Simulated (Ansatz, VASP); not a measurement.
## ZnAuF3: VASP beside Ansatz

```xyz
5
Lattice="3.1655 0.0000 0.0000 0.0000 3.1655 0.0000 0.0000 0.0000 7.2390" Properties=species:S:1:pos:R:3 pbc="T T T"
Zn    0.0000    0.0000    0.0000
Au    0.0000    0.0000    3.6195
F     1.5827    1.5827    0.0000
F     0.0000    1.5827    0.0000
F     1.5827    0.0000    0.0000
```

Alike in both runs: task relaxation of cell and atoms; functional PBE; k mesh 6 × 6 × 4; occupations gaussian, width 0.1 eV; no spin polarisation.

|  | VASP | Ansatz |
| --- | --- | --- |
| version | VASP 6.6.1 | Ansatz 0.2.0 |
| potentials or method | VASP PAW PBE potentials, release 64 (Zn, Au, F), cutoff 600 eV | scalar-relativistic, plane waves, PAW |
| valence electrons in the cell | 44 | 52 |

|  | VASP | Ansatz | Ansatz less VASP |
| --- | --- | --- | --- |
| gap on the k mesh at the Fermi level, each at its own relaxed structure (eV) | none | none | - |
| relaxed volume (Å³/atom) | 17.80 | 18.61 | +0.810 |
| relaxed length of the cell vector where the two differ most in proportion (Å) | 4.037 | 4.172 | +0.1356 |

A gap of «none» marks a metal or a gap that the smearing closes. VASP's potentials hold 44 valence electrons a cell and Ansatz's 52, so a difference there can come from the potentials and not from the codes.

Spin-orbit coupling is off throughout. Noted on VASP's run: the volume moved by over 15 % at a fixed basis, so the end points are rough.
